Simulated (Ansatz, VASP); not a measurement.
## Two plane-wave programs on Ni

File INCAR:

```
PREC     = Accurate       # precision mode
ENCUT    = 520            # plane-wave cutoff, eV
EDIFF    = 1E-8           # SCF threshold, eV
ISMEAR   = -1             # smearing method
SIGMA    = 0.05           # smearing width, eV
LREAL    = F              # projectors in reciprocal space
LASPH    = T              # aspherical terms in the spheres
NELM     = 150            # most SCF steps
ALGO     = Normal         # electronic algorithm
ISIF     = 2              # what is computed and relaxed
LWAVE    = F              # write WAVECAR
LCHARG   = F              # write CHGCAR
ISPIN    = 2              # spin polarisation
MAGMOM   = 1.5 1.5        # initial moments
LORBIT   = 11             # projections on sites
LMAXMIX  = 4              # l up to which the mixer works
GGA      = PE             # functional
LEFG     = T            
NBANDS   = 21             # bands
```

Contents of KPOINTS:

```
regular mesh
0
Gamma
  15 15 8
```

POSCAR

```
Ni
1.0
    2.4852366228      0.0000000000      0.0000000000
   -1.2426183114      2.1522780497      0.0000000000
    0.0000000000      0.0000000000      4.0851592179
Ni
2
Direct
    0.3333333333      0.6666666667      0.2500000000
    0.6666666667      0.3333333333      0.7500000000
```

Input for Ansatz:

```yaml
crystal:
  lattice:
    - [2.4852366228, 0.0, 0.0]
    - [-1.2426183114, 2.1522780497, 0.0]
    - [0.0, 0.0, 4.0851592179]
  atoms:
    - { symbol: Ni, position: [0.3333333333, 0.6666666667, 0.25], spin: 1.5 }
    - { symbol: Ni, position: [0.6666666667, 0.3333333333, 0.75], spin: 1.5 }
magnetization:
  spin_polarized: true
kpoints:
  mp_grid: { grid: [15, 15, 8] }
  band_path:
    path:
      - [0.0, 0.0, 0.0]
      - [0.5, 0.0, 0.0]
      - [0.3333333333, 0.3333333333, 0.0]
      - [0.0, 0.0, 0.0]
      - [0.0, 0.0, 0.5]
      - [0.5, 0.0, 0.5]
      - [0.3333333333, 0.3333333333, 0.5]
      - [0.0, 0.0, 0.5]
      - [0.5, 0.0, 0.5]
    npoints: 8
scf:
  occupations: { method: fermi_dirac, width: 0.05 }
hamiltonian:
  xc: pbe
  pseudopotentials: { kind: paw }
output:
  forces: true
  stress: true
  eigenvalues: true
  efg: { contact_densities: true }
  populations: true
  bader: true
  dos: { projected: true, de: 0.2, e_range: [-14, 8] }
```

Alike in both runs: task electric field gradients; functional PBE; k mesh 15 × 15 × 8; occupations fermi-dirac, width 0.05 eV; collinear spin.

```csv
,VASP,Ansatz
version,VASP 6.6.1,Ansatz 0.2.0
potentials or method,"VASP PAW PBE potentials, release 64 (Ni)","PAW with Ansatz's default frozen-core files, scalar-relativistic"
plane-wave cutoff (eV),520,420
valence electrons in the cell,20,36
```

|  | VASP | Ansatz | Ansatz less VASP |
| --- | --- | --- | --- |
| pressure (GPa) | 0.0 | 0.0 | +0.02 |
| traceless stress, the component that is largest in VASP (GPa) | -0.09 | -0.01 | +0.081 |
| net moment per atom (μB) | 0.65 | 0.65 | +0.006 |
| size of the moment on the site where the two differ most (μB) | 0.66 | 0.69 | +0.033 |
| size of Vzz on the site where it differs most (V/Å²) | 2.9 | 3.4 | +0.52 |

Site moments also hang on the region over which each program counts them. VASP's potentials hold 20 valence electrons a cell and Ansatz's 36, so a difference there can come from the potentials and not from the codes.
